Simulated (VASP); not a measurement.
A run of VASP 6.6.1:

Contents of INCAR:

```
PREC     = Accurate       # precision mode
ENCUT    = 500            # plane-wave cutoff, eV
EDIFF    = 1E-6           # SCF threshold, eV
ISMEAR   = 0              # smearing method
SIGMA    = 0.1            # smearing width, eV
LREAL    = False          # projectors in reciprocal space
LASPH    = True           # aspherical terms in the spheres
NELM     = 120            # most SCF steps
ALGO     = Normal         # electronic algorithm
ISIF     = 2              # what is computed and relaxed
LWAVE    = False          # write WAVECAR
LCHARG   = False          # write CHGCAR
GGA      = PE             # functional
NBANDS   = 16             # bands
GGA_COMPAT= False
```

KPOINTS

```
regular mesh
0
Gamma
  6 6 6
```

POSCAR

```
AlRu
1.0
    2.9824954400      0.0000000000      0.0000000000
    0.0000000000      2.9824954400      0.0000000000
    0.0000000000      0.0000000000      2.9824954400
Al Ru
1 1
Direct
    0.4940000000      0.8710000000      0.5170000000
    0.9940000000      1.3710000000      1.0170000000
```

Potentials or basis: VASP PAW PBE potentials, release 64 (Al, Ru_pv).

Command:

```sh
$ cat potpaw_PBE.64/Al/POTCAR potpaw_PBE.64/Ru_pv/POTCAR > POTCAR
$ mpirun -np 1 vasp_std > vasp.out
```

Hardware: 1 thread of Intel(R) Xeon(R) 6975P-C (Granite Rapids), with other jobs on the host.

**Question.** How long does it take, and how much memory?

**Answer.** It took 6 s on 1 thread of Intel(R) Xeon(R) 6975P-C (Granite Rapids) (shared host), peak memory 0.14 GiB. Counts: scf iterations 12, k points 20.
